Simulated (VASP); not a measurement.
P: single point with PBEsol+D3(BJ)

The system is P.

```
CELL_PARAMETERS angstrom
2.39048 0.00000 0.00000
0.00000 2.39048 0.00000
0.00000 0.00000 2.39065
ATOMIC_POSITIONS crystal
P 0.00000 0.00000 0.00000
```

```
Program                : VASP 6.6.1
Task                   : single point
Functional             : PBEsol
Dispersion             : D3(BJ)
Potentials or basis    : VASP PAW PBE potentials, release 64 (P)
Cutoff                 : 520 eV
k mesh                 : 28 × 28 × 28
Occupations            : gaussian, width 0.15 eV
Spin                   : no spin polarisation
Dipole correction      : no
Further INCAR settings : ALGO = Normal; EDIFF = 1e-06; NBANDS = 8
```

```
Pressure                   : 0.2 GPa
Dispersion energy per atom : -0.415 eV
```

Levels at points of the mesh, in eV from the Fermi level:
| k point | band 1 | band 2 | band 3 | band 4 | band 5 | band 6 |
| --- | --- | --- | --- | --- | --- | --- |
| (0.00, 0.00, 0.00) | -17.20 | 5.35 | 5.35 | 5.35 | 6.73 | 6.73 |
| (0.50, 0.00, 0.00) | -12.51 | -9.29 | 8.46 | 8.46 | 9.47 | 14.62 |
| (0.50, 0.50, 0.00) | -7.40 | -5.61 | -5.61 | 0.46 | 11.35 | 17.35 |
| (0.00, 0.00, 0.50) | -12.51 | -9.29 | 8.46 | 8.46 | 9.47 | 14.62 |
| (0.50, 0.00, 0.50) | -7.40 | -5.61 | -5.61 | 0.46 | 11.35 | 17.35 |
| (0.50, 0.50, 0.50) | -2.25 | -2.25 | -2.25 | -0.88 | 4.40 | 4.40 |

It took 59 s on 1 thread of Intel(R) Xeon(R) Platinum 8488C (Sapphire Rapids), with other jobs on the host, peak memory 0.26 GiB.

Caveat: the PAW data sets were made with another functional, which shifts forces and pressure a little; pairwise dispersion overbinds metals, which lowers pressure and volume.
